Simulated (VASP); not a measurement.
# AlN: single point with PBEsol

AlN:

```
Al N
1.0
     0.00000    2.18399    2.18399
     2.18399    0.00000    2.18399
     2.18399    2.18399    0.00000
Al N
1 1
Direct
  0.00000 0.00000 0.00000
  0.75000 0.75000 0.75000
```

| Property | Result |
| --- | --- |
| Program | VASP 6.6.1 |
| Task | single point |
| Functional | PBEsol |
| Potentials or basis | VASP PAW PBE potentials, release 64 (Al, N) |
| Cutoff | 520 eV |
| k mesh | 8 × 8 × 8 |
| Occupations | gaussian, width 0.01 eV |
| Spin | no spin polarisation |

```
Pressure               : 1.3 GPa
Band gap on the k mesh : 3.19 eV, indirect (least direct gap 4.13 eV)
```

Levels at points of the mesh, in eV from the valence-band top:
| k point | band 1 | band 2 | band 3 | band 4 | band 5 | band 6 | band 7 | band 8 | band 9 |
| --- | --- | --- | --- | --- | --- | --- | --- | --- | --- |
| (0.00, 0.00, 0.00) | -14.96 | 0.00 | 0.00 | 0.00 | 4.13 | 12.47 | 12.47 | 12.47 | 17.59 |
| (0.50, 0.00, 0.00) | -12.87 | -5.91 | -0.48 | -0.48 | 7.29 | 9.77 | 11.04 | 11.04 | 17.83 |
| (0.50, 0.50, 0.00) | -12.23 | -4.95 | -1.79 | -1.79 | 3.19 | 8.48 | 13.87 | 15.63 | 15.63 |

Wall time 15 s on 1 thread of AMD EPYC 7R13 (shared host), peak memory 0.1 GiB.

Caveat: the PAW data sets were made with another functional, which shifts forces and pressure a little. A k mesh can miss the band edges.
